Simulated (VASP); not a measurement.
# Ti (P6_3/mmc) in VASP: relaxation of cell and atoms with PBEsol

Aim: the relaxation of cell and atoms of Ti with PBEsol.

Everything below comes from runs of VASP 6.6.1. Logs are shortened: lines on timing, memory, paths and dates and some standing lists are left out, and cuts for length are marked.

### Step 1. The cell of the first run

The structure is hexagonal, space group P6_3/mmc (No. 194). The conventional cell has a = 2.950 Å, b = 2.950 Å, c = 4.680 Å, α = 90.00°, β = 90.00°, γ = 120.00°. Ti (site symmetry -6m2) has 12 Ti at 2.89 to 2.95 Å within 3.8 Å.

### Step 2. Relaxation of cell and atoms, PBEsol

INCAR reads:

```
  ALGO = Normal
  EDIFF = 1E-7
  EDIFFG = -0.02
  ENCUT = 600
  GGA = PS
  IBRION = 2
  ISIF = 3
  ISMEAR = -1
  LASPH = True
  LCHARG = False
  LREAL = False
  LWAVE = False
  NELM = 100
  NSW = 80
  PREC = Accurate
  SIGMA = 0.05
```

KPOINTS reads:

```
k-points
0
Gamma
  17 17 9
```

POSCAR reads:

```
Ti
1.0
    2.9500000000      0.0000000000      0.0000000000
   -1.4750000000      2.5547750000      0.0000000000
    0.0000000000      0.0000000000      4.6800000000
Ti
2
Direct
    0.3333333333      0.6666666667      0.2500000000
    0.6666666667      0.3333333333      0.7500000000
```

Potentials or basis: VASP PAW PBE potentials, release 64 (Ti_sv).

The run is started by

```console
$ cat potpaw_PBE.64/Ti_sv/POTCAR > POTCAR
$ mpirun -np 1 vasp_std > vasp.out
```

OUTCAR:

```text
EDIFF = 1E-7
   EDIFFG = -0.02
   ENCUT = 600
   GGA = PS
   IBRION = 2
   ISIF = 3
   ISMEAR = -1
   LASPH = True
   LREAL = False
   NELM = 100
   NSW = 80
   PREC = Accurate

 ion  position               nearest neighbor table
   1  0.333  0.667  0.250-   2 2.89   2 2.89   2 2.89   2 2.89   2 2.89   2 2.89
   2  0.667  0.333  0.750-   1 2.89   1 2.89   1 2.89   1 2.89   1 2.89   1 2.89

  LATTYP: Found a hexagonal cell.
 ALAT       =     2.9500000000
 C/A-ratio  =     1.5864406780

  Lattice vectors:

 A1 = (   2.9500000000,   0.0000000000,   0.0000000000)
 A2 = (  -1.4750000000,   2.5547750000,   0.0000000000)
 A3 = (   0.0000000000,   0.0000000000,   4.6800000000)

Analysis of symmetry for initial positions (statically):
=====================================================================
 Subroutine PRICEL returns:
 Original cell was already a primitive cell.

 Routine SETGRP: Setting up the symmetry group for a
 hexagonal supercell.

 Subroutine GETGRP returns: Found 24 space group operations
 (whereof 12 operations were pure point group operations)
 out of a pool of 24 trial point group operations.

The static configuration has the point symmetry D_3d.
 The point group associated with its full space group is D_6h.

Analysis of symmetry for dynamics (positions and initial velocities):
=====================================================================
 Subroutine PRICEL returns:
 Original cell was already a primitive cell.

 Routine SETGRP: Setting up the symmetry group for a
 hexagonal supercell.

 Subroutine GETGRP returns: Found 24 space group operations
 (whereof 12 operations were pure point group operations)
 out of a pool of 24 trial point group operations.

The dynamic configuration has the point symmetry D_3d.
 The point group associated with its full space group is D_6h.

 Subroutine INISYM returns: Found 24 space group operations
 (whereof 12 operations are pure point group operations),
 and found     1 'primitive' translations

----------------------------------------------------------------------------------------

                                     Primitive cell

  volume of cell :      35.2712

  direct lattice vectors                    reciprocal lattice vectors
     2.950000000  0.000000000  0.000000000     0.338983051  0.195711951  0.000000000
    -1.475000000  2.554775000  0.000000000     0.000000000  0.391423902  0.000000000
     0.000000000  0.000000000  4.680000000     0.000000000  0.000000000  0.213675214

  length of vectors
     2.950000000  2.950000051  4.680000000     0.391423909  0.391423902  0.213675214

  position of ions in fractional coordinates (direct lattice)
     0.333333333  0.666666667  0.250000000
     0.666666667  0.333333333  0.750000000

  ion indices of the primitive-cell ions
   primitive index   ion index
                 1           1
                 2           2

----------------------------------------------------------------------------------------

 KPOINTS: k-points

Automatic generation of k-mesh.
 Grid dimensions read from file:
 generate k-points for:   17   17    9

 Generating k-lattice:

  Cartesian coordinates                     Fractional coordinates (reciprocal lattice)
     0.019940179  0.011512468  0.000000000     0.058823529 -0.000000000  0.000000000
     0.000000000  0.023024935  0.000000000     0.000000000  0.058823529  0.000000000
     0.000000000  0.000000000  0.023741690     0.000000000  0.000000000  0.111111111

  Length of vectors
     0.023024936  0.023024935  0.023741690

  Shift w.r.t. Gamma in fractional coordinates (k-lattice)
     0.000000000  0.000000000  0.000000000

 Subroutine IBZKPT returns following result:
 ===========================================

 Found    165 irreducible k-points:

 Following reciprocal coordinates:
            Coordinates               Weight
  0.000000  0.000000  0.000000      1.000000
  0.058824  0.000000  0.000000      6.000000
  0.117647  0.000000  0.000000      6.000000
  0.176471  0.000000  0.000000      6.000000
  0.235294  0.000000  0.000000      6.000000
  0.294118  0.000000  0.000000      6.000000
[... 16 lines left out ...]
  0.411765  0.117647  0.000000     12.000000
  0.176471  0.176471  0.000000      6.000000
 [... further k-points ...]
   k-points           NKPTS =    165   k-points in BZ     NKDIM =    165   number of bands    NBANDS=     16
   number of dos      NEDOS =    301   number of ions     NIONS =      2
   total plane-waves  NPLWV =  23040
   dimension x,y,z NGX =    24 NGY =   24 NGZ =   40
   dimension x,y,z NGXF=    48 NGYF=   48 NGZF=   80
   ions per type =               2
   NGX,Y,Z   is equivalent  to a cutoff of  13.53, 13.53, 14.21 a.u.
   NGXF,Y,Z  is equivalent  to a cutoff of  27.05, 27.05, 28.42 a.u.
 SYSTEM =  unknown system
   PREC   = accura    normal or accurate (medium, high low for compatibility)
   ISTART =      0    job   : 0-new  1-cont  2-samecut
   ICHARG =      2    charge: 1-file 2-atom 10-const
   ISPIN  =      1    spin polarized calculation?
   LNONCOLLINEAR =      F non collinear calculations
   LSORBIT =      F    spin-orbit coupling
   LASPH  =      T    aspherical Exc in radial PAW
   ENCUT  =  600.0 eV  44.10 Ry    6.64 a.u.   5.89  5.89  9.35*2*pi/ulx,y,z
   NELM   =    100;   NELMIN=  2; NELMDL= -5     # of ELM steps
   EDIFF  = 0.1E-06   stopping-criterion for ELM
   LREAL  =      F    real-space projection
   EDIFFG = -.2E-01   stopping-criterion for IOM
   NSW    =     80    number of steps for IOM
   IBRION =      2    ionic relax: 0-MD 1-quasi-New 2-CG
   NFREE  =      1    steps in history (QN), initial steepest desc. (CG)
   ISIF   =      3    stress and relaxation
   ISYM   =      2    0-nonsym 1-usesym 2-fastsym
   POTIM  = 0.5000    time-step for ionic-motion
   TEBEG  =    0.0;   TEEND  =   0.0 temperature during run
   PSTRESS=    0.0 pullay stress
   NELECT =      24.0000    total number of electrons
   NUPDOWN=      -1.0000    fix difference up-down
   EMIN   =  10.00;   EMAX   =-10.00  energy-range for DOS
   EFERMI =   0.00;   METHOD = LEGACY
   ISMEAR =    -1;   SIGMA  =   0.05  broadening in eV -4-tet -1-fermi 0-gaus
   EFERMI_NEDOS =   21; number of points for ismear=-14 and -15
   IALGO  =     38    algorithm
   IMIX   =      4    mixing-type and parameters
     AMIX     =   0.40;   BMIX     =  1.00
     AMIX_MAG =   1.60;   BMIX_MAG =  1.00
  volume/ion in A,a.u.               =      17.64       119.01
  Fermi-wavevector in a.u.,A,eV,Ry     =   1.439920  2.721054 28.209911  2.073370
  Thomas-Fermi vector in A             =   2.558722
   LORBIT       =      0    0 simple, 1 ext, 2 COOP (PROOUT), +10 PAW based schemes
   GGA     = PS    functional components
   LHFCALC =     F    Hartree Fock is set to
   AEXX    =    0.0000 exact exchange contribution
   IVDW    =     0    specifies the selected vdW correction
   LEPSILON=     F    determine dielectric tensor
   LRPA    =     F    only Hartree local field effects (RPA)
 conjugate gradient relaxation of ions
 non-spin polarized calculation
  energy-cutoff  :      600.00
  volume of cell :       35.27
 maximum number of plane-waves:      1194
 NGX is ok and might be reduce to    24
   NGX = 11   NGY = 11   NGZ = 19

--------------------------------------- Ionic step        1  -------------------------------------------

 number of electron      23.9999997 magnetization

 Free energy of the ion-electron system (eV)
  ---------------------------------------------------
  ext. energy  EPLUGINS =         0.00000000
  ---------------------------------------------------
  free energy    TOTEN  =       -16.65074131 eV

  energy without entropy =      -16.63325092  energy(sigma->0) =      -16.64199611

------------------------ aborting loop because EDIFF is reached ----------------------------------------

  FORCE on cell =-STRESS in cart. coord.  units (eV):
  Direction    XX          YY          ZZ          XY          YZ          ZX
  --------------------------------------------------------------------------------------
  -------------------------------------------------------------------------------------
  Total       -1.2747571     -1.2747571     -1.3826321      0.0000000     -0.0000000      0.0000000
  in kB      -57.9051900    -57.9051926    -62.8053578      0.0000000     -0.0000000      0.0000000
  external PRESSURE =     -59.5385801 kB  Pullay stress =       0.0000000 kB
[... 57 lines left out ...]
  energy  without entropy=      -16.6504840037  energy(sigma->0) =      -16.65858673

--------------------------------------- Ionic step        3  -------------------------------------------

 number of electron      23.9999997 magnetization

 Free energy of the ion-electron system (eV)
  ---------------------------------------------------
  ext. energy  EPLUGINS =         0.00000000
  ---------------------------------------------------
  free energy    TOTEN  =       -16.68775671 eV

  energy without entropy =      -16.67113820  energy(sigma->0) =      -16.67944745

 E-fermi :   8.6374     XC(G=0): -11.8279

 val. band max:        8.6292148081   @ k =   0.1765   0.0000   0.2222
 cond. band min:       8.6473130298   @ k =   0.2353   0.2353   0.4444
 fundamental gap:      0.0180982217
 Fermi energy:         8.6374184762

 k-point     1 :       0.0000    0.0000    0.0000
  band No.  band energies     occupation
      1     -47.9252      2.00000
      2     -47.7611      2.00000
      3     -24.6661      2.00000
      4     -23.9297      2.00000
      5     -23.9297      2.00000
      6     -23.8487      2.00000
[... 8 lines left out ...]
     15       9.9614      0.00000
     16       9.9614      0.00000
[... 420 lines left out ...]
  band No.  band energies     occupation
      1     -47.8369      2.00000
      2     -47.7335      2.00000
      3     -24.4618      2.00000
      4     -24.2262      2.00000
      5     -24.2236      2.00000
      6     -24.0254      2.00000
[... 8 lines left out ...]
     15       9.8210      0.00000
     16      10.6805      0.00000

 [... further k-points ...]
[... 5 lines left out ...]
  --------------------------------------------------------------------------------------
  -------------------------------------------------------------------------------------
  Total        0.0111508      0.0111508     -0.0291366      0.0000000      0.0000000      0.0000000
  in kB        0.5353189      0.5353190     -1.3987724      0.0000000      0.0000000      0.0000000
  external PRESSURE =      -0.1093781 kB  Pullay stress =       0.0000000 kB
[... 17 lines left out ...]
  FREE ENERGIE OF THE ION-ELECTRON SYSTEM (eV)
  ---------------------------------------------------
  free  energy   TOTEN  =       -16.6877567106 eV

  energy  without entropy=      -16.6711381965  energy(sigma->0) =      -16.67944745

 reached required accuracy - stopping structural energy minimisation
```

It took 6.6 min on 1 thread of Intel Xeon 8259CL, shared host; peak memory 0.24 GiB.

What came out:

```yaml
Free_energy: -16.6878 eV
Relaxed_volume: 16.69 Å³/atom
Relaxed_cell: a = 2.898 Å, b = 2.898 Å, c = 4.590 Å, α = 90.00°, β = 90.00°, γ = 120.00°
Space_group_after_relaxing_to_0.1_Å: P6_3/mmc (No. 194)
Energy_gained_by_relaxing: 18.5 meV/atom
Ionic_steps: 3
Pressure_after_relaxing: 0.0 GPa
Band_gap_on_the_k_mesh: zero (bands 12 and 13 overlap by 1.08 eV)
```

Step by step:
```tsv
step	energy change (eV)	largest force (eV/Å)	pressure (GPa)	volume (Å³)
1	0.0000	0.0000	-5.95	35.27
2	-0.0159	0.0000	5.20	32.03
3	-0.0370	0.0000	-0.01	33.37
```

Final structure:
```
Ti
1.0
     2.89760    0.00000    0.00000
    -1.44880    2.50939    0.00000
     0.00000    0.00000    4.58983
Ti
2
Direct
  0.33333 0.66667 0.25000
  0.66667 0.33333 0.75000
```

Caveat: the PAW data sets were made with another functional, which shifts forces and pressure a little.
